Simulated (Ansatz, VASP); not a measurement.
# One calculation of In, two programs

INCAR

```
SYSTEM = In
PREC = Accurate
ENCUT = 600
EDIFF = 1E-7
ISMEAR = -1
SIGMA = 0.1
LREAL = .False.
LASPH = .True.
NELM = 100
ALGO = Normal
ISIF = 3
LWAVE = .False.
LCHARG = .False.
GGA = RE
IBRION = 2
NSW = 80
EDIFFG = -0.01
```

The input KPOINTS:

```
regular mesh
0
Gamma
  5 5 5
  0 0 0
```

File POSCAR:

```
In
1.0
    5.9358781157      0.0000000000      0.0000000000
    0.0000000000      5.9358781157      0.0000000000
    0.0000000000      0.0000000000      5.9358781157
In
8
Direct
    0.0000000000      0.0000000000      0.0000000000
    0.5000000000      0.5000000000      0.5000000000
    0.2500000000      0.0000000000      0.5000000000
    0.7500000000      0.0000000000      0.5000000000
    0.5000000000      0.2500000000      0.0000000000
    0.5000000000      0.7500000000      0.0000000000
    0.0000000000      0.5000000000      0.2500000000
    0.0000000000      0.5000000000      0.7500000000
```

Input for Ansatz:

```yaml
crystal:
  lattice:
    - [5.9358781157, 0.0, 0.0]
    - [0.0, 5.9358781157, 0.0]
    - [0.0, 0.0, 5.9358781157]
  atoms:
    - { symbol: In, position: [0.0, 0.0, 0.0] }
    - { symbol: In, position: [0.5, 0.5, 0.5] }
    - { symbol: In, position: [0.25, 0.0, 0.5] }
    - { symbol: In, position: [0.75, 0.0, 0.5] }
    - { symbol: In, position: [0.5, 0.25, 0.0] }
    - { symbol: In, position: [0.5, 0.75, 0.0] }
    - { symbol: In, position: [0.0, 0.5, 0.25] }
    - { symbol: In, position: [0.0, 0.5, 0.75] }
hamiltonian:
  xc: revpbe
  pseudopotentials:
    kind: paw
    azcp:
      In: "pseudopotentials/In.paw.azcp"
basis:
  ecutwfc: 420
  fft_grid_basis: typed
kpoints:
  mp_grid: { grid: [5, 5, 5], shift: [0, 0, 0] }
magnetization:
  spin_polarized: false
scf:
  occupations: { method: fermi_dirac, width: 0.1 }
relax:
  max_steps: 60
  f_tol: 0.01
  cell: {}
output:
  write_density: true
  write_potential: true
  elf: true
  volumetric_format: npy
```

Alike in both runs: task relaxation of cell and atoms; functional revPBE; k mesh 5 × 5 × 5; occupations fermi-dirac, width 0.1 eV; no spin polarisation.

```csv
,VASP,Ansatz
version,VASP 6.6.1,Ansatz 0.2.0
potentials or method,"VASP PAW PBE potentials, release 64 (In_d), cutoff 600 eV","plane waves (420 eV) with PAW, scalar-relativistic"
valence electrons in the cell,104,104
```

|  | VASP | Ansatz | Ansatz less VASP |
| --- | --- | --- | --- |
| relaxed volume (Å³/atom) | 29.22 | 29.22 | +0.002 |
| relaxed cell length with the largest relative difference (Å) | 6.160 | 6.160 | +0.0002 |

VASP's potentials were made for PBE, not for revPBE.
